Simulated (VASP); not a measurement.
# B2F in VASP: single point with PBE

Aim: the single point of B2F with PBE.

Everything below comes from runs of VASP 6.6.1. Logs are shortened: lines on timing, memory, paths and dates and some standing lists are left out, and cuts for length are marked.

### Step 1. The cell of the first run

The typed cell holds 6 atoms: a = 3.087 Å, b = 3.087 Å, c = 7.562 Å, α = 90.00°, β = 90.00°, γ = 120.00°.

### Step 2. Single point, PBE

Contents of POSCAR:

```
B2F
1.0
    3.0872440000      0.0000000000      0.0000000000
   -1.5436220000      2.6736350000      0.0000000000
    0.0000000000      0.0000000000      7.5620870000
B F
4 2
Direct
    0.0000000000      0.0000000000      0.3800000000
    0.0000000000      0.0000000000      0.6200000000
    0.6667000000      0.3333000000      0.0230000000
    0.3333000000      0.6667000000      0.9770000000
    0.6667000000      0.3333000000      0.3060000000
    0.3333000000      0.6667000000      0.6940000000
```

Contents of INCAR.step1:

```
PREC     = Accurate       # precision mode
ENCUT    = 520            # plane-wave cutoff, eV
EDIFF    = 1E-7           # SCF threshold, eV
ISMEAR   = 1              # smearing method
SIGMA    = 0.2937         # smearing width, eV
LREAL    = F              # projectors in reciprocal space
LASPH    = T              # aspherical terms in the spheres
NELM     = 80             # most SCF steps
ALGO     = Normal         # electronic algorithm
ISIF     = 2              # what is computed and relaxed
LWAVE    = F              # write WAVECAR
LCHARG   = T              # write CHGCAR
GGA      = PE             # functional
NBANDS   = 22             # bands
```

Contents of KPOINTS.step1:

```
Automatic mesh
0
Gamma
  9 9 4
```

Contents of INCAR.step2:

```
PREC     = Accurate       # precision mode
ENCUT    = 520            # plane-wave cutoff, eV
EDIFF    = 1E-7           # SCF threshold, eV
ISMEAR   = -5             # smearing method
SIGMA    = 0.2937         # smearing width, eV
LREAL    = F              # projectors in reciprocal space
LASPH    = T              # aspherical terms in the spheres
NELM     = 80             # most SCF steps
ALGO     = Normal         # electronic algorithm
ISIF     = 2              # what is computed and relaxed
LWAVE    = F              # write WAVECAR
LCHARG   = F              # write CHGCAR
GGA      = PE             # functional
LORBIT   = 11             # projections on sites
NEDOS    = 1001           # points of the DOS
ICHARG   = 11             # starting density
```

Contents of KPOINTS.step2:

```
Automatic mesh
0
Gamma
  14 14 6
```

Potentials or basis: VASP PAW PBE potentials, release 64 (B, F).

Launch:

```sh
$ cat potpaw_PBE.64/B/POTCAR potpaw_PBE.64/F/POTCAR > POTCAR
$ cp INCAR.step1 INCAR
$ cp KPOINTS.step1 KPOINTS
$ mpirun -np 1 vasp_std > vasp.out
$ cp INCAR.step2 INCAR
$ cp KPOINTS.step2 KPOINTS
$ mpirun -np 1 vasp_std > vasp.out
```

OUTCAR:

```text
PREC = Accurate
   ENCUT = 520
   EDIFF = 1E-7
   ISMEAR = -5
   LREAL = F
   LASPH = T
   NELM = 80
   ISIF = 2
   GGA = PE
   LORBIT = 11
   ICHARG = 11

 ion  position               nearest neighbor table
   1  0.000  0.000  0.380-   2 1.81   5 1.87   5 1.87   5 1.87
   2  0.000  0.000  0.620-   1 1.81   6 1.87   6 1.87   6 1.87
   3  0.667  0.333  0.023-   4 1.82   4 1.82   4 1.82
   4  0.333  0.667  0.977-   3 1.82   3 1.82   3 1.82
   5  0.667  0.333  0.306-   1 1.87   1 1.87   1 1.87
   6  0.333  0.667  0.694-   2 1.87   2 1.87   2 1.87

  LATTYP: Found a hexagonal cell.
 ALAT       =     3.0872440000
 C/A-ratio  =     2.4494620445

  Lattice vectors:

 A1 = (   3.0872440000,   0.0000000000,   0.0000000000)
 A2 = (  -1.5436220000,   2.6736350000,   0.0000000000)
 A3 = (   0.0000000000,   0.0000000000,   7.5620870000)

Analysis of symmetry for initial positions (statically):
=====================================================================
 Subroutine PRICEL returns:
 Original cell was already a primitive cell.

 Routine SETGRP: Setting up the symmetry group for a
 hexagonal supercell.

 Subroutine GETGRP returns: Found  4 space group operations
 (whereof  4 operations were pure point group operations)
 out of a pool of 24 trial point group operations.

The static configuration has the point symmetry C_2h.

Analysis of symmetry for dynamics (positions and initial velocities):
=====================================================================
 Subroutine PRICEL returns:
 Original cell was already a primitive cell.

 Routine SETGRP: Setting up the symmetry group for a
 hexagonal supercell.

 Subroutine GETGRP returns: Found  4 space group operations
 (whereof  4 operations were pure point group operations)
 out of a pool of 24 trial point group operations.

The dynamic configuration has the point symmetry C_2h.

 Subroutine INISYM returns: Found  4 space group operations
 (whereof  4 operations are pure point group operations),
 and found     1 'primitive' translations

----------------------------------------------------------------------------------------

                                     Primitive cell

  volume of cell :      62.4187

  direct lattice vectors                    reciprocal lattice vectors
     3.087244000  0.000000000  0.000000000     0.323913497  0.187011316  0.000000000
[... 104 lines left out ...]
   POTIM  = 0.5000    time-step for ionic-motion
   TEBEG  =    0.0;   TEEND  =   0.0 temperature during run
   PSTRESS=    0.0 pullay stress
   NELECT =      26.0000    total number of electrons
   NUPDOWN=      -1.0000    fix difference up-down
   EMIN   =  10.00;   EMAX   =-10.00  energy-range for DOS
   EFERMI =   0.00;   METHOD = LEGACY
   ISMEAR =    -5;   SIGMA  =   0.29  broadening in eV -4-tet -1-fermi 0-gaus
   EFERMI_NEDOS =   21; number of points for ismear=-14 and -15
   IALGO  =     38    algorithm
   IMIX   =      4    mixing-type and parameters
     AMIX     =   0.40;   BMIX     =  1.00
     AMIX_MAG =   1.60;   BMIX_MAG =  1.00
  volume/ion in A,a.u.               =      10.40        70.20
  Fermi-wavevector in a.u.,A,eV,Ry     =   1.222628  2.310432 20.338253  1.494819
  Thomas-Fermi vector in A             =   2.357768
   LORBIT       =     11    0 simple, 1 ext, 2 COOP (PROOUT), +10 PAW based schemes
   GGA     = PE    functional components
   LHFCALC =     F    Hartree Fock is set to
   AEXX    =    0.0000 exact exchange contribution
   IVDW    =     0    specifies the selected vdW correction
   LEPSILON=     F    determine dielectric tensor
   LRPA    =     F    only Hartree local field effects (RPA)
 non-spin polarized calculation
 Fermi weights with tetrahedron method with Bloechl corrections
  energy-cutoff  :      520.00
  volume of cell :       62.42
 maximum number of plane-waves:      1694

 number of electron      25.9999994 magnetization

 Free energy of the ion-electron system (eV)
  ---------------------------------------------------
  ext. energy  EPLUGINS =         0.00000000
  ---------------------------------------------------
  free energy    TOTEN  =       -25.76734601 eV

  energy without entropy =      -25.76734601  energy(sigma->0) =      -25.76734601

 E-fermi :   3.7189     XC(G=0): -10.1802

 val. band max:        3.7981916093   @ k =   0.2143   0.5000   0.1667
 cond. band min:       3.6202915651   @ k =   0.2857   0.1429   0.1667
 fundamental gap:     -0.1779000442
 Fermi energy:         3.7189121609

 k-point     1 :       0.0000    0.0000    0.0000
  band No.  band energies     occupation
      1     -23.5079      2.00000
      2     -23.4061      2.00000
      3      -7.5349      2.00000
      4      -5.9558      2.00000
      5      -4.8397      2.00000
      6      -4.5805      2.00000
[... 457 lines left out ...]
      4      -6.4871      2.00000
      5      -5.9956      2.00000
      6      -5.1877      2.00000
[... 9 lines left out ...]
     16       5.0872      0.00000
     17       6.3129      0.00000

 [... further k-points ...]
[... 5 lines left out ...]
  --------------------------------------------------------------------------------------
  -------------------------------------------------------------------------------------
  Total       -2.5955590     -2.5987407     -3.7469690     -0.0027499      0.0002572     -0.0004454
  in kB      -66.6233934    -66.7050608    -96.1780430     -0.0705849      0.0066006     -0.0114322
  external PRESSURE =     -76.5021657 kB  Pullay stress =       0.0000000 kB

 VOLUME and BASIS-vectors are now :
 -----------------------------------------------------------------------------
  energy-cutoff  :      520.00
  volume of cell :       62.42
      direct lattice vectors                 reciprocal lattice vectors
     3.087244000  0.000000000  0.000000000     0.323913497  0.187011316  0.000000000
    -1.543622000  2.673635000  0.000000000     0.000000000  0.374022632  0.000000000
     0.000000000  0.000000000  7.562087000     0.000000000  0.000000000  0.132238627

 POSITION                                       TOTAL-FORCE (eV/Angst)
 -----------------------------------------------------------------------------------
      0.00000      0.00000      2.87359         0.000838     -0.000484      2.172107
      0.00000      0.00000      4.68849        -0.000838      0.000484     -2.172107
      1.54378      0.89112      0.17393        -0.002447      0.001413     -2.405404
     -0.00015      1.78251      7.38816         0.002447     -0.001413      2.405404
      1.54378      0.89112      2.31400        -0.000442      0.000255      0.153046
     -0.00015      1.78251      5.24809         0.000442     -0.000255     -0.153046
 -----------------------------------------------------------------------------------
    total drift:                               -0.000000      0.000000     -0.000000

  FREE ENERGIE OF THE ION-ELECTRON SYSTEM (eV)
  ---------------------------------------------------
  free  energy   TOTEN  =       -25.7673460061 eV

  energy  without entropy=      -25.7673460061  energy(sigma->0) =      -25.76734601

 total charge

# of ion       s       p       d       tot
------------------------------------------
    1        0.711   0.746   0.000   1.457
    2        0.711   0.746   0.000   1.457
    3        0.727   0.992   0.000   1.719
    4        0.727   0.992   0.000   1.719
    5        1.796   4.197   0.000   5.994
    6        1.796   4.197   0.000   5.994
--------------------------------------------------
tot          6.469  11.870   0.000  18.339
```

OUTCAR.step1:

```text
PREC = Accurate
   ENCUT = 520
   EDIFF = 1E-7
   ISMEAR = 1
   LREAL = F
[... 837 lines left out ...]
      1.54378      0.89112      0.17393        -0.002267      0.001309     -2.308714
     -0.00015      1.78251      7.38816         0.002267     -0.001309      2.308714
      1.54378      0.89112      2.31400         0.001170     -0.000675      0.145964
     -0.00015      1.78251      5.24809        -0.001170      0.000675     -0.145964
 -----------------------------------------------------------------------------------
    total drift:                                0.000000      0.000000      0.000000

  FREE ENERGIE OF THE ION-ELECTRON SYSTEM (eV)
  ---------------------------------------------------
  free  energy   TOTEN  =       -25.7732295592 eV

  energy  without entropy=      -25.7754117988  energy(sigma->0) =      -25.77395697
```

Run time: 4.7 min. Hardware: 1 thread of Intel Xeon Platinum 8375C at 2.90GHz (Ice Lake), shared host; peak memory 0.37 GiB.

Results:

* Valence electrons inside the program's atomic spheres: B 1.46, 1.72 (each value once); F 5.99

Caveat: tetrahedron occupations give inexact forces and stress in metals.
